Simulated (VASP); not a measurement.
# Sr in VASP: a series of runs

Sr is run at these levels: PBE; tasks: single point.

All numbers are computed with VASP 6.6.1; they aren't measurements. Logs are shortened: lines on timing, memory, paths and dates and some standing lists are left out, and cuts for length are marked.

## Step 1: The cell of the first run

The typed cell holds 6 atoms: a = 8.145 Å, b = 8.145 Å, c = 8.145 Å, α = 54.56°, β = 54.56°, γ = 54.56°.

The cell was built from a structure type or drawn by symmetry, and may not be a known phase.

## Step 2: Single point, PBE

File INCAR:

```
SYSTEM = Sr
ALGO     = Normal         ! electronic algorithm
EDIFF    = 1E-6           ! SCF threshold, eV
ENCUT    = 520            ! plane-wave cutoff, eV
GGA      = PE             ! functional
ISIF     = 2              ! what is computed and relaxed
ISMEAR   = 0              ! smearing method
LASPH    = .True.         ! aspherical terms in the spheres
LCHARG   = .True.         ! write CHGCAR
LELF     = .True.         ! ELF
LREAL    = .False.        ! projectors in reciprocal space
LVHAR    = .True.       
LWAVE    = .False.        ! write WAVECAR
NBANDS   = 39             ! bands
NELM     = 80             ! most SCF steps
PREC     = Accurate       ! precision mode
SIGMA    = 0.1            ! smearing width, eV
```

File KPOINTS:

```
k-points
0
Gamma
  3 3 3
  0 0 0
```

File POSCAR:

```
Sr
1.0
    3.7333299952      2.1554390777      6.9105861669
   -3.7333299952      2.1554390777      6.9105861669
    0.0000000000     -4.3108781554      6.9105861669
Sr
6
Direct
    0.9168219442      0.5831780558      0.2500000000
    0.2500000000      0.9168219442      0.5831780558
    0.5831780558      0.2500000000      0.9168219442
    0.0831780558      0.4168219442      0.7500000000
    0.7500000000      0.0831780558      0.4168219442
    0.4168219442      0.7500000000      0.0831780558
```

Potentials or basis: VASP PAW PBE potentials, release 64 (Sr_sv).

On the command line:

```sh
$ cat potpaw_PBE.64/Sr_sv/POTCAR > POTCAR
$ mpirun -np 1 vasp_std > vasp.out
```

OUTCAR:

```text
SYSTEM = Sr
   EDIFF = 1E-6
   ENCUT = 520
   GGA = PE
   ISIF = 2
   ISMEAR = 0
   LASPH = .True.
   LREAL = .False.
   NELM = 80
   PREC = Accurate

 ion  position               nearest neighbor table
   1  0.917  0.583  0.250-   4 4.26   4 4.26   6 4.26   5 4.26   5 4.26   6 4.26   3 4.31   2 4.31
                             3 4.31   2 4.31   2 4.31   3 4.31
   2  0.250  0.917  0.583-   5 4.26   5 4.26   4 4.26   6 4.26   6 4.26   4 4.26   3 4.31   1 4.31
                             1 4.31   3 4.31   3 4.31   1 4.31
   3  0.583  0.250  0.917-   6 4.26   6 4.26   4 4.26   5 4.26   5 4.26   4 4.26   2 4.31   1 4.31
                             1 4.31   2 4.31   2 4.31   1 4.31
   4  0.083  0.417  0.750-   1 4.26   1 4.26   2 4.26   3 4.26   2 4.26   3 4.26   5 4.31   6 4.31
                             6 4.31   5 4.31   5 4.31   6 4.31
   5  0.750  0.083  0.417-   2 4.26   2 4.26   1 4.26   3 4.26   3 4.26   1 4.26   6 4.31   4 4.31
                             4 4.31   6 4.31   6 4.31   4 4.31
   6  0.417  0.750  0.083-   3 4.26   3 4.26   1 4.26   2 4.26   2 4.26   1 4.26   5 4.31   4 4.31
                             4 4.31   5 4.31   5 4.31   4 4.31

  LATTYP: Found a trigonal (rhomboedric) cell.
 ALAT       =     8.1449291980
 COS(alpha) =     0.5798076629

  Lattice vectors:

 A1 = (   3.7333299952,   2.1554390777,   6.9105861669)
 A2 = (  -3.7333299952,   2.1554390777,   6.9105861669)
 A3 = (   0.0000000000,  -4.3108781554,   6.9105861669)

Analysis of symmetry for initial positions (statically):
=====================================================================
 Subroutine PRICEL returns:
 Original cell was already a primitive cell.

 Routine SETGRP: Setting up the symmetry group for a
 trigonal (rhombohedral) supercell.

 Subroutine GETGRP returns: Found 12 space group operations
 (whereof  6 operations were pure point group operations)
 out of a pool of 12 trial point group operations.

The static configuration has the point symmetry S_6 .
 The point group associated with its full space group is D_3d.

Analysis of symmetry for dynamics (positions and initial velocities):
=====================================================================
 Subroutine PRICEL returns:
 Original cell was already a primitive cell.

 Routine SETGRP: Setting up the symmetry group for a
 trigonal (rhombohedral) supercell.

 Subroutine GETGRP returns: Found 12 space group operations
 (whereof  6 operations were pure point group operations)
 out of a pool of 12 trial point group operations.

The dynamic configuration has the point symmetry S_6 .
 The point group associated with its full space group is D_3d.

 Subroutine INISYM returns: Found 12 space group operations
 (whereof  6 operations are pure point group operations),
 and found     1 'primitive' translations

----------------------------------------------------------------------------------------

                                     Primitive cell

  volume of cell :     333.6555

  direct lattice vectors                    reciprocal lattice vectors
     3.733329995  2.155439078  6.910586167     0.133928691  0.077323766  0.048235175
    -3.733329995  2.155439078  6.910586167    -0.133928691  0.077323766  0.048235175
     0.000000000 -4.310878155  6.910586167     0.000000000 -0.154647532  0.048235175

  length of vectors
     8.144929198  8.144929198  8.144929198     0.161995343  0.161995343  0.161995343

  position of ions in fractional coordinates (direct lattice)
     0.916821944  0.583178056  0.250000000
     0.250000000  0.916821944  0.583178056
     0.583178056  0.250000000  0.916821944
     0.083178056  0.416821944  0.750000000
     0.750000000  0.083178056  0.416821944
     0.416821944  0.750000000  0.083178056

  ion indices of the primitive-cell ions
   primitive index   ion index
                 1           1
                 2           2
                 3           3
                 4           4
                 5           5
                 6           6

----------------------------------------------------------------------------------------

 KPOINTS: k-points

Automatic generation of k-mesh.
 Grid dimensions read from file:
 generate k-points for:    3    3    3

 Generating k-lattice:

  Cartesian coordinates                     Fractional coordinates (reciprocal lattice)
     0.044642897  0.025774589  0.016078392     0.333333333 -0.000000000 -0.000000000
    -0.044642897  0.025774589  0.016078392    -0.000000000  0.333333333 -0.000000000
     0.000000000 -0.051549177  0.016078392    -0.000000000 -0.000000000  0.333333333

  Length of vectors
     0.053998448  0.053998448  0.053998448

  Shift w.r.t. Gamma in fractional coordinates (k-lattice)
     0.000000000  0.000000000  0.000000000

 Subroutine IBZKPT returns following result:
 ===========================================

 Found      6 irreducible k-points:

 Following reciprocal coordinates:
            Coordinates               Weight
  0.000000  0.000000  0.000000      1.000000
  0.333333 -0.000000 -0.000000      6.000000
  0.333333  0.333333 -0.000000      6.000000
 -0.333333  0.333333  0.000000      6.000000
  0.333333  0.333333  0.333333      2.000000
 -0.333333  0.333333  0.333333      6.000000
   k-points           NKPTS =      6   k-points in BZ     NKDIM =      6   number of bands    NBANDS=     39
   number of dos      NEDOS =    301   number of ions     NIONS =      6
   total plane-waves  NPLWV = 262144
   dimension x,y,z NGX =    64 NGY =   64 NGZ =   64
   dimension x,y,z NGXF=   128 NGYF=  128 NGZF=  128
   ions per type =               6
   NGX,Y,Z   is equivalent  to a cutoff of  13.06, 13.06, 13.06 a.u.
   NGXF,Y,Z  is equivalent  to a cutoff of  26.13, 26.13, 26.13 a.u.
 SYSTEM =  Sr
   PREC   = accura    normal or accurate (medium, high low for compatibility)
   ISTART =      0    job   : 0-new  1-cont  2-samecut
   ICHARG =      2    charge: 1-file 2-atom 10-const
   ISPIN  =      1    spin polarized calculation?
   LNONCOLLINEAR =      F non collinear calculations
   LSORBIT =      F    spin-orbit coupling
   LASPH  =      T    aspherical Exc in radial PAW
   ENCUT  =  520.0 eV  38.22 Ry    6.18 a.u.  15.14 15.14 15.14*2*pi/ulx,y,z
   NELM   =     80;   NELMIN=  2; NELMDL= -5     # of ELM steps
   EDIFF  = 0.1E-05   stopping-criterion for ELM
   LREAL  =      F    real-space projection
   EDIFFG = 0.1E-04   stopping-criterion for IOM
   NSW    =      0    number of steps for IOM
   IBRION =     -1    ionic relax: 0-MD 1-quasi-New 2-CG
   NFREE  =      0    steps in history (QN), initial steepest desc. (CG)
   ISIF   =      2    stress and relaxation
   ISYM   =      2    0-nonsym 1-usesym 2-fastsym
   POTIM  = 0.5000    time-step for ionic-motion
   TEBEG  =    0.0;   TEEND  =   0.0 temperature during run
   PSTRESS=    0.0 pullay stress
   NELECT =      60.0000    total number of electrons
   NUPDOWN=      -1.0000    fix difference up-down
   EMIN   =  10.00;   EMAX   =-10.00  energy-range for DOS
   EFERMI =   0.00;   METHOD = LEGACY
   ISMEAR =     0;   SIGMA  =   0.10  broadening in eV -4-tet -1-fermi 0-gaus
   EFERMI_NEDOS =   21; number of points for ismear=-14 and -15
   IALGO  =     38    algorithm
   IMIX   =      4    mixing-type and parameters
     AMIX     =   0.40;   BMIX     =  1.00
     AMIX_MAG =   1.60;   BMIX_MAG =  1.00
  volume/ion in A,a.u.               =      55.61       375.27
  Fermi-wavevector in a.u.,A,eV,Ry     =   0.924044  1.746189 11.617425  0.853857
  Thomas-Fermi vector in A             =   2.049746
   LORBIT       =      0    0 simple, 1 ext, 2 COOP (PROOUT), +10 PAW based schemes
   GGA     = PE    functional components
   LHFCALC =     F    Hartree Fock is set to
   AEXX    =    0.0000 exact exchange contribution
   IVDW    =     0    specifies the selected vdW correction
   LEPSILON=     F    determine dielectric tensor
   LRPA    =     F    only Hartree local field effects (RPA)
 non-spin polarized calculation
 Gauss-broadening in eV      SIGMA  =   0.10
  energy-cutoff  :      520.00
  volume of cell :      333.66
 maximum number of plane-waves:      8999
 NGX is ok and might be reduce to    64

 number of electron      60.0000000 magnetization

 Free energy of the ion-electron system (eV)
  ---------------------------------------------------
  ext. energy  EPLUGINS =         0.00000000
  ---------------------------------------------------
  free energy    TOTEN  =        -9.77040179 eV

  energy without entropy =       -9.70633839  energy(sigma->0) =       -9.73837009

 E-fermi :   1.5792     XC(G=0):  -7.3168

 val. band max:        1.5473904342   @ k =  -0.3333   0.3333   0.3333
 cond. band min:       1.5944546348   @ k =  -0.3333   0.3333   0.0000
 fundamental gap:      0.0470642006
 Fermi energy:         1.5792216770

 k-point     1 :       0.0000    0.0000    0.0000
  band No.  band energies     occupation
      1     -35.0867      2.00000
      2     -35.0724      2.00000
      3     -35.0705      2.00000
      4     -35.0705      2.00000
      5     -35.0705      2.00000
      6     -35.0705      2.00000
[... 31 lines left out ...]
     38       2.2989      0.00000
     39       2.2989      0.00000

 k-point     2 :       0.3333   -0.0000   -0.0000
  band No.  band energies     occupation
      1     -35.0826      2.00000
      2     -35.0748      2.00000
      3     -35.0716      2.00000
      4     -35.0712      2.00000
      5     -35.0709      2.00000
      6     -35.0698      2.00000
[... 31 lines left out ...]
     38       2.9101      0.00000
     39       3.0583      0.00000

 k-point     3 :       0.3333    0.3333   -0.0000
  band No.  band energies     occupation
      1     -35.0816      2.00000
      2     -35.0732      2.00000
      3     -35.0729      2.00000
      4     -35.0723      2.00000
      5     -35.0717      2.00000
      6     -35.0693      2.00000
[... 31 lines left out ...]
     38       2.8215      0.00000
     39       2.9600      0.00000

 k-point     4 :      -0.3333    0.3333    0.0000
  band No.  band energies     occupation
      1     -35.0776      2.00000
      2     -35.0756      2.00000
      3     -35.0755      2.00000
      4     -35.0714      2.00000
      5     -35.0714      2.00000
      6     -35.0694      2.00000
[... 31 lines left out ...]
     38       3.0112      0.00000
     39       3.2320      0.00000

 k-point     5 :       0.3333    0.3333    0.3333
  band No.  band energies     occupation
      1     -35.0831      2.00000
      2     -35.0759      2.00000
      3     -35.0705      2.00000
      4     -35.0705      2.00000
      5     -35.0705      2.00000
      6     -35.0705      2.00000
[... 31 lines left out ...]
     38       2.8984      0.00000
     39       2.8984      0.00000

 k-point     6 :      -0.3333    0.3333    0.3333
  band No.  band energies     occupation
      1     -35.0780      2.00000
      2     -35.0759      2.00000
      3     -35.0753      2.00000
      4     -35.0729      2.00000
      5     -35.0697      2.00000
      6     -35.0693      2.00000
[... 31 lines left out ...]
     38       3.1676      0.00000
     39       3.1876      0.00000

------------------------ aborting loop because EDIFF is reached ----------------------------------------

  FORCE on cell =-STRESS in cart. coord.  units (eV):
  Direction    XX          YY          ZZ          XY          YZ          ZX
  --------------------------------------------------------------------------------------
  -------------------------------------------------------------------------------------
  Total       -0.0419908     -0.0419908      0.1350466     -0.0000000     -0.0000000      0.0000000
  in kB       -0.2016354     -0.2016354      0.6484790     -0.0000000     -0.0000000      0.0000000
  external PRESSURE =       0.0817361 kB  Pullay stress =       0.0000000 kB

 VOLUME and BASIS-vectors are now :
 -----------------------------------------------------------------------------
  energy-cutoff  :      520.00
  volume of cell :      333.66
      direct lattice vectors                 reciprocal lattice vectors
     3.733329995  2.155439078  6.910586167     0.133928691  0.077323766  0.048235175
    -3.733329995  2.155439078  6.910586167    -0.133928691  0.077323766  0.048235175
     0.000000000 -4.310878155  6.910586167     0.000000000 -0.154647532  0.048235175

 POSITION                                       TOTAL-FORCE (eV/Angst)
 -----------------------------------------------------------------------------------
      1.24560      2.15544     12.09353        -0.002363      0.000000      0.000000
     -2.48947      0.00100     12.09353         0.001181     -0.002046     -0.000000
      1.24386     -2.15644     12.09353         0.001181      0.002046     -0.000000
     -1.24560     -2.15544      8.63823         0.002363      0.000000     -0.000000
      2.48947     -0.00100      8.63823        -0.001181      0.002046     -0.000000
     -1.24386      2.15644      8.63823        -0.001181     -0.002046     -0.000000
 -----------------------------------------------------------------------------------
    total drift:                                0.000000     -0.000000     -0.000000

  FREE ENERGIE OF THE ION-ELECTRON SYSTEM (eV)
  ---------------------------------------------------
  free  energy   TOTEN  =        -9.7704017874 eV

  energy  without entropy=       -9.7063383927  energy(sigma->0) =       -9.73837009
```

Wall time 4 min (1 thread of Intel Xeon 8259CL, shared host); peak memory 0.51 GiB.

Results:

- Free energy: -9.7704 eV
- Pressure: 0.0 GPa
- Band gap on the k mesh: zero (bands 30 and 31 overlap by 0.06 eV)

Forces in eV/Å, atoms in the order of the input:
```
Sr  -0.002  0.000  0.000
Sr   0.001 -0.002  0.000
Sr   0.001  0.002  0.000
Sr   0.002  0.000  0.000
Sr  -0.001  0.002  0.000
Sr  -0.001 -0.002  0.000
```

Stress tensor (GPa, compression positive):
```
-0.02  0.00  0.00
 0.00 -0.02  0.00
 0.00  0.00  0.06
```

## Step 3: Single point, PBE

This run uses another cell than the first one: it holds 2 atoms, not 6.

File INCAR:

```
  PREC = Accurate
  ENCUT = 520
  EDIFF = 1E-7
  ISMEAR = 0
  SIGMA = 0.1
  LREAL = False
  LASPH = True
  NELM = 60
  ALGO = Fast
  ISIF = 2
  LWAVE = False
  LCHARG = False
  GGA = PE
  NBANDS = 17
```

File KPOINTS:

```
Automatic mesh
0
Gamma
  18 18 8
```

File POSCAR:

```
Sr
1.0
    4.2625505507      0.0000000000      0.0000000000
   -2.1312752753      3.6914770618      0.0000000000
    0.0000000000      0.0000000000      7.0200147736
Sr
2
Direct
    0.6666666667      0.3333333333      0.7500000000
    0.3333333333      0.6666666667      0.2500000000
```

Potentials or basis: VASP PAW PBE potentials, release 64 (Sr_sv).

On the command line:

```sh
$ cat potpaw_PBE.64/Sr_sv/POTCAR > POTCAR
$ mpirun -np 1 vasp_std > vasp.out
```

Run time: 8.8 min. Hardware: 1 thread of Intel Xeon 8259CL, shared host; peak memory 0.44 GiB.

It converged, with:

* Free energy: -3.2754 eV
* Pressure: 0.0 GPa
* Band gap on the k mesh: zero (bands 10 and 11 overlap by 0.27 eV)

Levels at points of the mesh, in eV from the Fermi level:
```tsv
k point	band 7	band 8	band 9	band 10	band 11	band 12	band 13	band 14
(0.00, 0.00, 0.00)	-18.54	-18.54	-3.67	-1.18	0.00	2.24	2.28	2.28
(0.50, 0.00, 0.00)	-18.58	-18.57	-1.13	-0.56	0.05	0.23	1.27	1.84
(0.00, 0.00, 0.50)	-18.55	-18.55	-2.74	-2.74	1.22	1.22	2.28	2.28
(0.50, 0.00, 0.50)	-18.59	-18.59	-0.83	-0.83	0.22	0.22	1.30	1.30
```
